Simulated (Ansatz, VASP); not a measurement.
**One calculation of GaN, two programs**

```
Ga N
1.0
     3.12188    0.00000    0.00000
    -1.56094    2.70362    0.00000
     0.00000    0.00000    5.32168
Ga N
2 2
Direct
  0.33333 0.66667 0.99913
  0.66667 0.33333 0.49913
  0.33333 0.66667 0.37587
  0.66667 0.33333 0.87587
```

Change from the starting cell: strain -0.030 along x and y, +0.015 along z, atoms carried along.

Alike in both runs: task single point; functional PBE; k mesh 12 × 12 × 6; occupations gaussian, width 0.05 eV; no spin polarisation.

|  | VASP | Ansatz |
| --- | --- | --- |
| version | VASP 6.6.1 | Ansatz 0.2.0 |
| potentials or method | VASP PAW PBE potentials, release 64 (Ga_d, N), cutoff 520 eV | scalar-relativistic, plane waves, PAW |
| valence electrons in the cell | 36 | 36 |

|  | VASP | Ansatz | Ansatz less VASP |
| --- | --- | --- | --- |
| gap on the k mesh at the Fermi level (eV) | 1.85 | 1.85 | -0.007 |
| least direct gap on the mesh (eV) | 1.85 | 1.85 | -0.007 |
| pressure (GPa) | 9.4 | 9.4 | -0.01 |
| traceless stress, the component that is largest in VASP (GPa) | -11.72 | -11.77 | -0.048 |
| rms of the force components (eV/Å) | 0.250 | 0.256 | +0.0055 |

Atom by atom the forces differ by 0.006 eV/Å (rms over components). With one functional, cell and mesh, what is left measures potentials, basis and numerics.
